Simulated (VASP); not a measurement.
Input of a VASP 6.6.1 run:

The input INCAR:

```
SYSTEM = AlN
ALGO     = Normal         ! electronic algorithm
EDIFF    = 1E-7           ! SCF threshold, eV
ENCUT    = 520            ! plane-wave cutoff, eV
GGA      = PE             ! functional
ISIF     = 2              ! what is computed and relaxed
ISMEAR   = 0              ! smearing method
LASPH    = .True.         ! aspherical terms in the spheres
LCHARG   = .False.        ! write CHGCAR
LREAL    = .False.        ! projectors in reciprocal space
LWAVE    = .False.        ! write WAVECAR
NBANDS   = 11             ! bands
NELM     = 100            ! most SCF steps
PREC     = Accurate       ! precision mode
SIGMA    = 0.01           ! smearing width, eV
```

KPOINTS

```
k-points
0
Gamma
  10 10 10
  0 0 0
```

Contents of POSCAR:

```
AlN
1.0
    0.0000000000      2.2015871044      2.2015871044
    2.2015871044      0.0000000000      2.2015871044
    2.2015871044      2.2015871044      0.0000000000
Al N
1 1
Direct
    0.0000000000      0.0000000000      0.0000000000
    0.7500000000      0.7500000000      0.7500000000
```

Potentials or basis: VASP PAW PBE potentials, release 64 (Al, N).

The run is started by

```bash
$ cat potpaw_PBE.64/Al/POTCAR potpaw_PBE.64/N/POTCAR > POTCAR
$ mpirun -np 1 vasp_std > vasp.out
```

Q: Predict the band gap on the k mesh.

A: 3.31 eV, indirect (least direct gap 3.98 eV).

Q: What does it give for the pressure?

A: -0.3 GPa.

A k mesh can miss the band edges.
